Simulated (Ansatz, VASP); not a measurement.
**Two plane-wave programs on InSe**

INCAR

```
SYSTEM = InSe
PREC     = Accurate       ! precision mode
ENCUT    = 600            ! plane-wave cutoff, eV
EDIFF    = 1E-7           ! SCF threshold, eV
ISMEAR   = 0              ! smearing method
SIGMA    = 0.02           ! smearing width, eV
LREAL    = .False.        ! projectors in reciprocal space
LASPH    = .True.         ! aspherical terms in the spheres
NELM     = 60             ! most SCF steps
ALGO     = Normal         ! electronic algorithm
ISIF     = 3              ! what is computed and relaxed
LWAVE    = .False.        ! write WAVECAR
LCHARG   = .False.        ! write CHGCAR
GGA      = PS             ! functional
IBRION   = 2              ! ionic algorithm
NSW      = 100            ! ionic steps
EDIFFG   = -0.005         ! ionic threshold
KPAR     = 4
```

File KPOINTS:

```
Automatic mesh
0
Gamma
  12 12 2
  0 0 0
```

The input POSCAR:

```
InSe
1.0
    4.0082338379      0.0000000000      0.0000000000
   -2.0041169190      3.4712323279      0.0000000000
    0.0000000000      0.0000000000     16.8669193975
In Se
4 4
Direct
    0.0000000000      0.0000000000      0.5823102517
    0.0000000000      0.0000000000      0.4176897483
    0.3333333333      0.6666666667      0.9176962940
    0.3333333333      0.6666666667      0.0823037060
    0.6666666667      0.3333333333      0.8419435304
    0.6666666667      0.3333333333      0.1580564696
    0.3333333333      0.6666666667      0.6580512680
    0.3333333333      0.6666666667      0.3419487320
```

Input for Ansatz:

```yaml
crystal:
  lattice:
    - [4.0082338314, 0.0, 0.0]
    - [-2.0041169157, 3.4712323223, 0.0]
    - [0.0, 0.0, 16.8669188391]
  atoms:
    - { symbol: In, position: [0.0, 0.0, 0.5823102508] }
    - { symbol: In, position: [0.0, 0.0, 0.4176897492] }
    - { symbol: In, position: [0.3333333333, 0.6666666667, 0.9176962952] }
    - { symbol: In, position: [0.3333333333, 0.6666666667, 0.0823037048] }
    - { symbol: Se, position: [0.6666666667, 0.3333333333, 0.8419435253] }
    - { symbol: Se, position: [0.6666666667, 0.3333333333, 0.1580564747] }
    - { symbol: Se, position: [0.3333333333, 0.6666666667, 0.6580512549] }
    - { symbol: Se, position: [0.3333333333, 0.6666666667, 0.3419487451] }
basis:
  ecutwfc: 420
kpoints:
  mp_grid: { grid: [12, 12, 2] }
hamiltonian:
  xc: pbesol
scf:
  occupations: { method: gaussian, width: 0.02 }
output:
  forces: true
  stress: true
  eigenvalues: true
  write_density: true
  write_potential: true
  elf: true
  volumetric_format: npy
relax:
  adjacent_minimum: "off"
  f_tol: 0.005
  max_steps: 80
  cell: { stress_tol: 0.05 }
```

Alike in both runs: task relaxation of cell and atoms; functional PBEsol; k mesh 12 × 12 × 2; occupations gaussian, width 0.02 eV; no spin polarisation.

|  | VASP | Ansatz |
| --- | --- | --- |
| version | VASP 6.6.1 | Ansatz 0.2.0 |
| potentials or method | VASP PAW PBE potentials, release 64 (In_d, Se), cutoff 600 eV | scalar-relativistic, plane waves, PAW |
| valence electrons in the cell | 76 | 116 |

VASP gave:

```
gap on the k mesh at the Fermi level, each at its own relaxed structure (eV)  : 0.36
relaxed volume (Å³/atom)                                                      : 29.37
relaxed length of the cell vector where the two differ most in proportion (Å) : 4.010
```

**Question.** What did Ansatz give for the same quantities?

**Answer.** gap on the k mesh at the Fermi level, each at its own relaxed structure (eV): 0.37; relaxed volume (Å³/atom): 29.33; relaxed length of the cell vector where the two differ most in proportion (Å): 4.008.

VASP's potentials were made for PBE, not for PBEsol. VASP's potentials hold 76 valence electrons a cell and Ansatz's 116, so a difference there can come from the potentials and not from the codes.
